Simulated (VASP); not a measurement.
## Al: single point with r2SCAN

Al:

```
CELL_PARAMETERS angstrom
-1.59122 1.59122 1.59122
1.59122 -1.59122 1.59122
1.59122 1.59122 -1.59122
ATOMIC_POSITIONS crystal
Al 0.00000 0.00000 0.00000
```

This isn't the form of Al at room conditions, which is fcc.

* Program: VASP 6.6.1
* Task: single point
* Functional: r2SCAN
* Potentials or basis: VASP PAW PBE potentials, release 64 (Al)
* Cutoff: 520 eV
* k mesh: 18 × 18 × 18
* Occupations: gaussian, width 0.05 eV
* Spin: no spin polarisation

The pressure is 0.1 GPa. The band gap on the k mesh is zero (an odd number of electrons rules out a gap without spin polarisation).

Levels at points of the mesh, in eV from the Fermi level:
```tsv
k point	band 1	band 2	band 3	band 4	band 5	band 6
(0.00, 0.00, 0.00)	-12.06	14.16	14.16	14.16	16.26	16.26
(0.50, 0.00, 0.00)	-4.83	-4.06	8.71	8.99	10.78	12.44
(0.50, 0.50, 0.50)	2.02	2.02	2.02	2.90	2.90	6.75
```

It took 25 s on 1 thread of Intel(R) Xeon(R) 6975P-C (Granite Rapids), with other jobs on the host, peak memory 0.13 GiB.

Caveat: the PAW data sets were made with another functional, which shifts forces and pressure a little.
